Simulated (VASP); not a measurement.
# TaN (Fm-3m) in VASP: a series of runs, part 2 of 2

VASP 6.6.1. Earlier steps stand in the parts before.

## Step 3: Single point, PBE

This run uses another cell than the first one, of 11.17 Å³/atom, 1.038 times its volume.

File INCAR:

```
  ALGO = Normal
  EDIFF = 1E-6
  ENCUT = 520
  GGA = PE
  ISIF = 2
  ISMEAR = 1
  LASPH = True
  LCHARG = False
  LREAL = False
  LWAVE = False
  NBANDS = 15
  NELM = 60
  PREC = Accurate
  SIGMA = 0.05
```

File KPOINTS:

```
k-points
0
Gamma
  11 11 11
```

File POSCAR:

```
TaN
1.0
    0.0000000000      2.2356225527      2.2356225527
    2.2356225527      0.0000000000      2.2356225527
    2.2356225527      2.2356225527      0.0000000000
Ta N
1 1
Direct
    0.5000000000      0.5000000000      0.5000000000
    0.0000000000      0.0000000000      0.0000000000
```

Potentials or basis: VASP PAW PBE potentials, release 64 (Ta_pv, N).

Started as:

```
$ cat potpaw_PBE.64/Ta_pv/POTCAR potpaw_PBE.64/N/POTCAR > POTCAR
$ mpirun -np 1 vasp_std > vasp.out
```

OUTCAR:

```text
EDIFF = 1E-6
   ENCUT = 520
   GGA = PE
   ISIF = 2
   ISMEAR = 1
   LASPH = True
   LREAL = False
   NELM = 60
   PREC = Accurate

 ion  position               nearest neighbor table
   1  0.500  0.500  0.500-   2 2.24   2 2.24   2 2.24   2 2.24   2 2.24   2 2.24
   2  0.000  0.000  0.000-   1 2.24   1 2.24   1 2.24   1 2.24   1 2.24   1 2.24

  LATTYP: Found a face centered cubic cell.
 ALAT       =     4.4712451054

  Lattice vectors:

 A1 = (   0.0000000000,   2.2356225527,   2.2356225527)
 A2 = (   2.2356225527,   0.0000000000,   2.2356225527)
[... 610 lines left out ...]
     12      14.2381      0.00000
     13      14.5088      0.00000
     14      21.2189      0.00000
     15      21.8417      0.00000

 [... further k-points ...]
[... 5 lines left out ...]
  --------------------------------------------------------------------------------------
  -------------------------------------------------------------------------------------
  Total       -1.4621943     -1.4621943     -1.4621943      0.0000000      0.0000000      0.0000000
  in kB     -104.8311186   -104.8311186   -104.8311186      0.0000000      0.0000000      0.0000000
  external PRESSURE =    -104.8311186 kB  Pullay stress =       0.0000000 kB

 VOLUME and BASIS-vectors are now :
 -----------------------------------------------------------------------------
  energy-cutoff  :      520.00
  volume of cell :       22.35
      direct lattice vectors                 reciprocal lattice vectors
     0.000000000  2.235622553  2.235622553    -0.223651349  0.223651349  0.223651349
     2.235622553  0.000000000  2.235622553     0.223651349 -0.223651349  0.223651349
     2.235622553  2.235622553  0.000000000     0.223651349  0.223651349 -0.223651349

 POSITION                                       TOTAL-FORCE (eV/Angst)
 -----------------------------------------------------------------------------------
      2.23562      2.23562      2.23562         0.000000     -0.000000      0.000000
      0.00000      0.00000      0.00000        -0.000000      0.000000     -0.000000
 -----------------------------------------------------------------------------------
    total drift:                                0.000000     -0.000000     -0.000000

  FREE ENERGIE OF THE ION-ELECTRON SYSTEM (eV)
  ---------------------------------------------------
  free  energy   TOTEN  =       -21.7968793162 eV

  energy  without entropy=      -21.7971731755  energy(sigma->0) =      -21.79697727
```

OSZICAR:

```text
N       E                     dE             d eps       ncg     rms          rms(c)
DAV:   1     0.915979059105E+02    0.91598E+02   -0.88398E+03  1680   0.112E+03
DAV:   2    -0.219852837502E+02   -0.11358E+03   -0.10725E+03  2149   0.303E+02
DAV:   3    -0.248288696038E+02   -0.28436E+01   -0.28326E+01  1827   0.443E+01
DAV:   4    -0.248399968116E+02   -0.11127E-01   -0.11125E-01  2212   0.305E+00
DAV:   5    -0.248400779072E+02   -0.81096E-04   -0.81095E-04  1855   0.229E-01    0.218E+01
DAV:   6    -0.219220139296E+02    0.29181E+01   -0.56826E+00  1962   0.260E+01    0.886E+00
DAV:   7    -0.218336027596E+02    0.88411E-01   -0.47829E-01  1862   0.606E+00    0.628E+00
DAV:   8    -0.218038242589E+02    0.29779E-01   -0.16595E-01  1932   0.353E+00    0.158E+00
DAV:   9    -0.217969657805E+02    0.68585E-02   -0.19660E-02  1960   0.116E+00    0.329E-01
DAV:  10    -0.217969056321E+02    0.60148E-04   -0.10017E-03  1960   0.342E-01    0.660E-02
DAV:  11    -0.217968788095E+02    0.26823E-04   -0.41875E-05  1946   0.740E-02    0.134E-02
DAV:  12    -0.217968793162E+02   -0.50673E-06   -0.35785E-06  1960   0.179E-02
   1 F= -.21796879E+02 E0= -.21796977E+02  d E =0.293859E-03
```

Wall time 12 s (1 thread of Intel Xeon Platinum 8259CL at 2.50GHz (Skylake/Cascade Lake), shared host); peak memory 0.15 GiB.

Results:

* Free energy: -21.7969 eV
* Pressure: -10.5 GPa
* Band gap on the k mesh: zero (band 8 reaches 10.54 eV, above the bottom of band 9 at 7.02 eV)

Levels at points of the mesh, in eV from the Fermi level:
| k point | band 4 | band 5 | band 6 | band 7 | band 8 | band 9 | band 10 | band 11 | band 12 | band 13 |
| --- | --- | --- | --- | --- | --- | --- | --- | --- | --- | --- |
| (0.00, 0.00, 0.00) | -18.54 | -3.77 | -3.77 | -3.77 | -2.06 | -2.06 | -2.06 | -0.04 | -0.04 | 1.02 |

Caveat: spin-orbit coupling is left out, which moves the levels of the heavy elements.

## Step 4: Single point, PBE

This run uses another cell than the first one, of 11.59 Å³/atom, 1.077 times its volume.

File INCAR:

```
SYSTEM = TaN
PREC     = Accurate       ! precision mode
ENCUT    = 520            ! plane-wave cutoff, eV
EDIFF    = 1E-6           ! SCF threshold, eV
ISMEAR   = 1              ! smearing method
SIGMA    = 0.05           ! smearing width, eV
LREAL    = .False.        ! projectors in reciprocal space
LASPH    = .True.         ! aspherical terms in the spheres
NELM     = 60             ! most SCF steps
ALGO     = Normal         ! electronic algorithm
ISIF     = 2              ! what is computed and relaxed
LWAVE    = .False.        ! write WAVECAR
LCHARG   = .False.        ! write CHGCAR
GGA      = PE             ! functional
NBANDS   = 15             ! bands
```

File KPOINTS:

```
regular mesh
0
Gamma
  11 11 11
  0 0 0
```

File POSCAR:

```
TaN
1.0
    0.0000000000      2.2628889296      2.2628889296
    2.2628889296      0.0000000000      2.2628889296
    2.2628889296      2.2628889296      0.0000000000
Ta N
1 1
Direct
    0.5000000000      0.5000000000      0.5000000000
    0.0000000000      0.0000000000      0.0000000000
```

Started as:

```
$ cat potpaw_PBE.64/Ta_pv/POTCAR potpaw_PBE.64/N/POTCAR > POTCAR
$ mpirun -np 1 vasp_std > vasp.out
```

Run time: 12 s. Hardware: 1 thread of Intel Xeon Platinum 8259CL at 2.50GHz (Skylake/Cascade Lake), shared host; peak memory 0.15 GiB.

The run converged. Its results:

```
Free energy            : -21.7181 eV
Pressure               : -19.9 GPa
Band gap on the k mesh : zero (band 8 reaches 10.05 eV, above the bottom of band 9 at 6.71 eV)
```

Levels at points of the mesh, in eV from the Fermi level:
```
           k point  band 5  band 6  band 7  band 8  band 9  band 10  band 11  band 12
(0.00, 0.00, 0.00)   -3.66   -3.66   -3.66   -1.97   -1.97    -1.97    -0.04    -0.04
```

Caveat: spin-orbit coupling is left out, which moves the levels of the heavy elements.

## Step 5: The runs side by side

| cell | gap on the mesh (eV) | pressure (GPa) |
| --- | --- | --- |
| a = 3.122 Å, angles 60.0°, 2 atoms | none | 1.2 |
| a = 3.162 Å, angles 60.0°, 2 atoms | none | -10.5 |
| a = 3.200 Å, angles 60.0°, 2 atoms | none | -19.9 |

Alike in all rows: task single point; level PBE; potentials or basis VASP PAW PBE potentials, release 64 (Ta_pv, N); no spin polarisation; k mesh 11 × 11 × 11; cutoff (eV) 520; smearing methfessel-paxton 0.05 eV.

Caveats: spin-orbit coupling is left out, which moves the levels of the heavy elements.

Total energies depend on the potentials used, so only differences within one code and one set of settings carry meaning.
